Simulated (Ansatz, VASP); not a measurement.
# One calculation of Na, two programs

File INCAR:

```
SYSTEM = Na
PREC = Accurate
ENCUT = 520
EDIFF = 1E-6
ISMEAR = -1
SIGMA = 0.05
LREAL = .False.
LASPH = .True.
NELM = 80
ALGO = Normal
ISIF = 2
LWAVE = .False.
LCHARG = .False.
NBANDS = 10
```

The input KPOINTS:

```
Automatic mesh
0
Gamma
  12 12 12
  0 0 0
```

The input POSCAR:

```
Na
1.0
    2.7464495919      0.0000000000      0.0000000000
    0.0000000000      2.7464495919      0.0000000000
    0.0000000000      0.0000000000      2.7464495919
Na
1
Direct
    0.0000000000      0.0000000000      0.0000000000
```

Input for Ansatz:

```yaml
crystal:
  lattice:
    - [2.7464495919, 0.0, 0.0]
    - [0.0, 2.7464495919, 0.0]
    - [0.0, 0.0, 2.7464495919]
  atoms:
    - { symbol: Na, position: [0.0, 0.0, 0.0] }
kpoints:
  mp_grid: { grid: [12, 12, 12] }
scf:
  occupations: { method: fermi_dirac, width: 0.05 }
hamiltonian:
  xc: lda
  pseudopotentials: { kind: all_electron, lapw: { basis_error: 0.001 } }
output:
  forces: true
  stress: true
  eigenvalues: true
  populations: true
```

Change from the starting cell: volume scaled by 0.58, LAPW.

Alike in both runs: task single point; functional LDA; k mesh 12 × 12 × 12; occupations fermi-dirac, width 0.05 eV; no spin polarisation.

|  | VASP | Ansatz |
| --- | --- | --- |
| version | VASP 6.6.1 | Ansatz 0.2.0 |
| potentials or method | VASP PAW LDA potentials, release 64 (Na_pv), cutoff 520 eV | all-electron LAPW, scalar-relativistic |

Ansatz gave:

```
pressure (GPa) : 11.0
```

**Question.** Which values does VASP return?

**Answer.** Pressure (GPa): 10.9.

LDA's correlation is that of Perdew and Zunger in VASP and of Perdew and Wang (1992) in Ansatz. Ansatz ran all-electron here, and VASP with PAW potentials.
